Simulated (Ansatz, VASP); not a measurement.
# One calculation of Hf, two programs

```
Hf
1.0
     6.07034    0.00000    0.00000
    -2.02345    5.72318    0.00000
     0.00000    0.00000   22.95641
Hf
12
Direct
  0.25000 0.25000 0.34849
  0.25000 0.75000 0.34849
  0.75000 0.25000 0.34849
  0.75000 0.75000 0.34849
  0.44326 0.56628 0.44970
  0.44684 0.07460 0.44726
  0.93636 0.54740 0.45098
  0.93853 0.04736 0.45010
  0.73016 0.74325 0.56083
  0.69097 0.23106 0.56718
  0.25438 0.80320 0.55208
  0.20383 0.28342 0.55938
```

Alike in both runs: task single point; functional PBE; dispersion D3(BJ); k mesh 3 × 3 × 1; occupations gaussian, width 0.1 eV; no spin polarisation.

|  | VASP | Ansatz |
| --- | --- | --- |
| version | VASP 6.6.1 | Ansatz 0.2.0 |
| potentials or method | VASP PAW PBE potentials, release 64 (Hf_pv), cutoff 520 eV | scalar-relativistic, plane waves, PAW |
| valence electrons in the cell | 120 | 312 |

Ansatz gave:

| Property | Result |
| --- | --- |
| gap on the k mesh at the Fermi level (eV) | none |
| rms of the force components (eV/Å) | 0.203 |
| work function, face that differs most (eV) | 4.06 |

Problem. Estimate VASP's values.

Solution. gap on the k mesh at the Fermi level (eV): none; rms of the force components (eV/Å): 0.203; work function, face that differs most (eV): 4.07.

Atom by atom the forces differ by 0.017 eV/Å (rms over components). A gap of «none» marks a metal or a gap that the smearing closes. VASP's potentials hold 120 valence electrons a cell and Ansatz's 312, so a difference there can come from the potentials and not from the codes.

The k mesh is coarse, so the values compare programs but aren't converged. Spin-orbit coupling is off throughout.
